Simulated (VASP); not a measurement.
Set up this calculation in VASP 6.6.1, as the native input.

```
Task                   : single point
Functional             : LDA
Potentials or basis    : VASP PAW LDA potentials, release 64 (Zn)
Cutoff                 : 520 eV
k mesh                 : 15 × 15 × 15
Occupations            : fermi-dirac, width 0.1 eV
Spin                   : no spin polarisation
Dipole correction      : no
Further INCAR settings : ALGO = Normal; EDIFF = 1e-06; NBANDS = 12
```

The structure of Zn lies in POSCAR:

```
Zn
1.0
    2.3810213000      0.0000000000      0.0000000000
    0.0000000000      2.3810213000      0.0000000000
    0.0000000000      0.0000000000      2.3810213000
Zn
1
Direct
    0.0000000000      0.0000000000      0.0000000000
```

This cell differs from its parent crystal: volume scaled by 0.84.

One way to write it, as run:

INCAR

```
SYSTEM = Zn
PREC     = Accurate       ! precision mode
ENCUT    = 520            ! plane-wave cutoff, eV
EDIFF    = 1E-6           ! SCF threshold, eV
ISMEAR   = -1             ! smearing method
SIGMA    = 0.1            ! smearing width, eV
LREAL    = .False.        ! projectors in reciprocal space
LASPH    = .True.         ! aspherical terms in the spheres
NELM     = 60             ! most SCF steps
ALGO     = Normal         ! electronic algorithm
ISIF     = 2              ! what is computed and relaxed
LWAVE    = .False.        ! write WAVECAR
LCHARG   = .False.        ! write CHGCAR
GGA      = CA             ! functional
NBANDS   = 12             ! bands
```

KPOINTS

```
Automatic mesh
0
Gamma
  15 15 15
  0 0 0
```

Potentials or basis: VASP PAW LDA potentials, release 64 (Zn).

Launch:

```bash
$ cat potpaw_LDA.64/Zn/POTCAR > POTCAR
$ mpirun -np 1 vasp_std > vasp.out
```

It gave:

* Pressure: 20.1 GPa
* Band gap on the k mesh: zero (band 6 reaches 9.52 eV, above the bottom of band 7 at 1.42 eV)

It took 7.2 s on 1 thread of Intel Xeon 6975P-C, on a shared host, peak memory 0.13 GiB.
